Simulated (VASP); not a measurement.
The system is Ag.

```
Ag
1.0
     0.00000    2.13269    2.13269
     2.13269    0.00000    2.13269
     2.13269    2.13269    0.00000
Ag
1
Direct
  0.00000 0.00000 0.00000
```

| Quantity | Value |
| --- | --- |
| Program | VASP 6.6.1 |
| Task | relaxation of cell and atoms |
| Functional | PBEsol |
| Potentials or basis | VASP PAW PBE potentials, release 64 (Ag) |
| Cutoff | 500 eV |
| k mesh | 8 × 8 × 8 |
| Occupations | gaussian, width 0.1 eV |
| Spin | no spin polarisation |

At the start: pressure -11.1 GPa; volume 19.40 Å³/atom.

Problem. Where does the relaxation end?

Solution. Over 3 steps the energy falls by 111.8 meV/atom and the volume is 16.71 Å³/atom (-13.9 %); space group Fm-3m (No. 225, to 0.05 Å).

Step by step:
```
step  energy change (eV)  largest force (eV/Å)  pressure (GPa)  volume (Å³)
   1              0.0000                0.0000          -11.09        19.40
   2             -0.0944                0.0000            7.05        15.87
   3             -0.1118                0.0000           -0.03        16.71
```

Final structure:
```
Ag
1.0
     0.00000    2.02929    2.02929
     2.02929    0.00000    2.02929
     2.02929    2.02929    0.00000
Ag
1
Direct
  0.00000 0.00000 0.00000
```

Caveat: the PAW data sets were made with another functional, which shifts forces and pressure a little.
